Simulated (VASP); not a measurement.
The system is Hf2N.

```
Hf N
1.0
     5.31312    0.00000    0.00000
     0.00000    5.31312    0.00000
     0.00000    0.00000    3.24210
Hf N
4 2
Direct
  0.29554 0.29554 0.00000
  0.70446 0.70446 0.00000
  0.79554 0.20446 0.50000
  0.20446 0.79554 0.50000
  0.00000 0.00000 0.00000
  0.50000 0.50000 0.50000
```

| Property | Result |
| --- | --- |
| Program | VASP 6.6.1 |
| Task | relaxation of cell and atoms |
| Functional | PBEsol |
| Potentials or basis | VASP PAW PBE potentials, release 64 (Hf_pv, N) |
| Cutoff | 600 eV |
| k mesh | 4 × 4 × 6 |
| Occupations | gaussian, width 0.1 eV |
| Spin | no spin polarisation |

At the start: pressure -3.4 GPa; volume 15.25 Å³/atom.

Where does the relaxation end?

Over 7 steps the energy falls by 2.9 meV/atom and the volume is 15.00 Å³/atom (-1.6 %); space group P4_2/mnm (No. 136, to 0.05 Å).

Step by step:
```
step  energy change (eV)  largest force (eV/Å)  pressure (GPa)  volume (Å³)
   1              0.0000                0.0706           -3.36        91.52
   2              0.0375                0.1027            6.75        87.35
   3             -0.0167                0.0816            0.03        90.01
   4             -0.0167                0.0819            0.10        89.98
   5             -0.0175                0.0225            0.05        89.99
   6             -0.0176                0.0092            0.04        89.99
   7             -0.0176                0.0009           -0.06        90.03
```

Final structure:
```
Hf N
1.0
     5.28853    0.00000    0.00000
     0.00000    5.28853    0.00000
     0.00000    0.00000    3.21895
Hf N
4 2
Direct
  0.29472 0.29472 0.00000
  0.70528 0.70528 0.00000
  0.79472 0.20528 0.50000
  0.20528 0.79472 0.50000
  0.00000 0.00000 0.00000
  0.50000 0.50000 0.50000
```

Caveat: the PAW data sets were made with another functional, which shifts forces and pressure a little.
